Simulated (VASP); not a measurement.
A run of VASP 6.6.1 is set up as follows.

INCAR

```
PREC     = Accurate       # precision mode
ENCUT    = 520            # plane-wave cutoff, eV
EDIFF    = 1E-7           # SCF threshold, eV
ISMEAR   = 0              # smearing method
SIGMA    = 0.05           # smearing width, eV
LREAL    = Auto         
LASPH    = T              # aspherical terms in the spheres
NELM     = 80             # most SCF steps
ALGO     = Normal         # electronic algorithm
ISIF     = 2              # what is computed and relaxed
LWAVE    = F              # write WAVECAR
LCHARG   = F              # write CHGCAR
GGA      = PE             # functional
NBANDS   = 80             # bands
NELECT   = 128.0
```

The input KPOINTS:

```
regular mesh
0
Gamma
  4 4 4
```

The input POSCAR:

```
Li4Nb4O11
1.0
    5.2231019317      0.0000000000      0.0000000000
    0.0000000000      3.0155593063     -4.5984613597
    0.0000000000      6.0311186126      4.5984613597
Li Nb O
4 4 11
Direct
    0.0000000000      0.5000000000      0.2500000000
    0.5000000000      0.0000000000      0.7500000000
    0.0000000000      0.5000000000      0.7500000000
    0.5000000000      0.0000000000      0.2500000000
    0.5000000000      0.5000000000      0.5000000000
    0.0000000000      0.0000000000      0.0000000000
    0.0000000000      0.0000000000      0.5000000000
    0.5000000000      0.5000000000      0.0000000000
    0.8803293659      0.0000000000      0.2500000000
    0.3803293659      0.5000000000      0.7500000000
    0.8098353170      0.6901646830      0.9401646830
    0.8098353170      0.3098353170      0.5598353170
    0.3098353170      0.8098353170      0.0598353170
    0.1196706341      0.0000000000      0.7500000000
    0.6196706341      0.5000000000      0.2500000000
    0.6901646830      0.8098353170      0.5598353170
    0.1901646830      0.3098353170      0.0598353170
    0.4554797754      1.2244465283      0.4401646830
    0.6901646830      0.1901646830      0.9401646830
```

Potentials or basis: VASP PAW PBE potentials, release 64 (Li_sv, Nb_sv, O).

The run is started by

```bash
$ cat potpaw_PBE.64/Li_sv/POTCAR potpaw_PBE.64/Nb_sv/POTCAR potpaw_PBE.64/O/POTCAR > POTCAR
$ mpirun -np 1 vasp_std > vasp.out
```

Task: Estimate the largest force.

Result: 15.897 eV/Å.

Forces in eV/Å, atoms in the order of the input:
```
Li   -0.706  -1.261  -0.485
Li    0.215   0.550   0.322
Li   -0.116   0.644   0.582
Li    0.585  -1.016  -0.547
Nb    2.773   8.357  -5.377
Nb   -0.326  -0.318  -0.182
Nb   -5.430   3.387  -1.089
Nb    0.396   0.089   0.221
O     1.461   1.917   1.960
O    -0.519  -0.937  -1.171
O     0.179   0.247  -0.292
O     4.685  -0.267   1.157
O    -0.311   0.445   0.128
O     0.293  -2.752  -1.610
O    -0.147   0.808  -1.358
O     3.466   0.759  -2.318
O    -0.184   0.152   0.334
O    -6.640 -10.771   9.623
O     0.325  -0.033   0.101
```

Caveat: the cell carries a net charge on a neutralising background, which shifts energy and pressure; the cell differs from its parent crystal (atom 18 moved 1.125 of the way to it and +0.700 Å across, host rigid).
